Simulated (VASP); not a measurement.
Write the native input for VASP 6.6.1 that does the following.

```yaml
Task: single point
Functional: PBE
Potentials_or_basis: VASP PAW PBE potentials, release 64 (B)
Cutoff: 520 eV
k_mesh: 18 × 18 × 1
Occupations: gaussian, width 0.1 eV
Spin: no spin polarisation
Dipole_correction: yes
Further_INCAR_settings: ALGO = Normal; EDIFF = 1e-06; NBANDS = 12
```

The structure of B lies in POSCAR:

```
B
1.0
    2.9326880281     -0.4197704065      0.0000000000
   -1.1028058848      2.7496700611      0.0000000000
    0.0000000000      0.0000000000     23.8000000000
B
3
Direct
    0.7822614800      0.2177385200      0.2941176471
    0.4489281467      0.5510718533      0.2941176471
    0.1155948133      0.8844051867      0.2941176471
```

One way to write it, as run:

INCAR

```
PREC = Accurate
ENCUT = 520
EDIFF = 1E-6
ISMEAR = 0
SIGMA = 0.1
LREAL = F
LASPH = T
NELM = 80
ALGO = Normal
ISIF = 2
LWAVE = F
LCHARG = F
LDIPOL = T
IDIPOL = 3
DIPOL = 0.5 0.5 0.294
GGA = PE
NBANDS = 12
```

KPOINTS

```
regular mesh
0
Gamma
  18 18 1
```

Potentials or basis: VASP PAW PBE potentials, release 64 (B).

Launch:

```bash
$ cat potpaw_PBE.64/B/POTCAR > POTCAR
$ mpirun -np 1 vasp_std > vasp.out
```

Run time: 69 s on 1 thread of AMD EPYC 9R14 (Zen 4) (shared host), peak memory 0.3 GiB.
